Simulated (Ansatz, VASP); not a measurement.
CsRh4: VASP beside Ansatz

The input INCAR:

```
SYSTEM = CsRh4
PREC = Accurate
ENCUT = 530
EDIFF = 1E-6
ISMEAR = 0
SIGMA = 0.1
LREAL = .False.
LASPH = .True.
NELM = 120
ALGO = Normal
ISIF = 2
LWAVE = .False.
LCHARG = .True.
GGA = PE
LELF = .True.
LVHAR = .True.
NBANDS = 46
GGA_COMPAT = .False.
```

The input KPOINTS:

```
regular mesh
0
Gamma
  4 4 4
  0 0 0
```

Contents of POSCAR:

```
CsRh4
1.0
   -2.9383416000      2.9383416000      2.9383416000
    2.9383416000     -2.9383416000      2.9383416000
    2.9383416000      2.9383416000     -2.9383416000
Cs Rh
1 4
Direct
    0.0000000000      0.0000000000      0.0000000000
    0.5000000000      0.5000000000      0.5000000000
    0.5000000000      0.0000000000      0.0000000000
    0.0000000000      0.0000000000      0.5000000000
    0.0000000000      0.5000000000      0.0000000000
```

Input for Ansatz:

```yaml
crystal:
  lattice:
    - [-2.9383416, 2.9383416, 2.9383416]
    - [2.9383416, -2.9383416, 2.9383416]
    - [2.9383416, 2.9383416, -2.9383416]
  atoms:
    - { symbol: Cs, position: [0.0, 0.0, 0.0] }
    - { symbol: Rh, position: [0.5, 0.5, 0.5] }
    - { symbol: Rh, position: [0.5, 0.0, 0.0] }
    - { symbol: Rh, position: [0.0, 0.0, 0.5] }
    - { symbol: Rh, position: [0.0, 0.5, 0.0] }
basis:
  ecutwfc: 420
kpoints:
  mp_grid: { grid: [4, 4, 4] }
hamiltonian:
  xc: pbe
scf:
  occupations: { method: gaussian, width: 0.1 }
  lower_state_search: "off"
output:
  forces: true
  stress: true
  eigenvalues: true
```

Change from the starting cell: species swapped into the Hg4Pt type (Im-3m, No. 229).

Alike in both runs: task single point; functional PBE; k mesh 4 × 4 × 4; occupations gaussian, width 0.1 eV; no spin polarisation.

|  | VASP | Ansatz |
| --- | --- | --- |
| version | VASP 6.6.1 | Ansatz 0.2.0 |
| potentials or method | VASP PAW PBE potentials, release 64 (Cs_sv, Rh_sv_GW), cutoff 530 eV | scalar-relativistic, plane waves, PAW |
| valence electrons in the cell | 77 | 77 |

Ansatz gave:

| Item | Value |
| --- | --- |
| gap on the k mesh at the Fermi level (eV) | none |
| pressure (GPa) | -1.4 |

Problem. What did VASP give for the same quantities?

Solution. gap on the k mesh at the Fermi level (eV): none; pressure (GPa): 0.8.

A gap of «none» marks a metal or a gap that the smearing closes.

The k mesh is coarse, so the values compare programs but aren't converged. Neither program's run includes spin-orbit coupling.
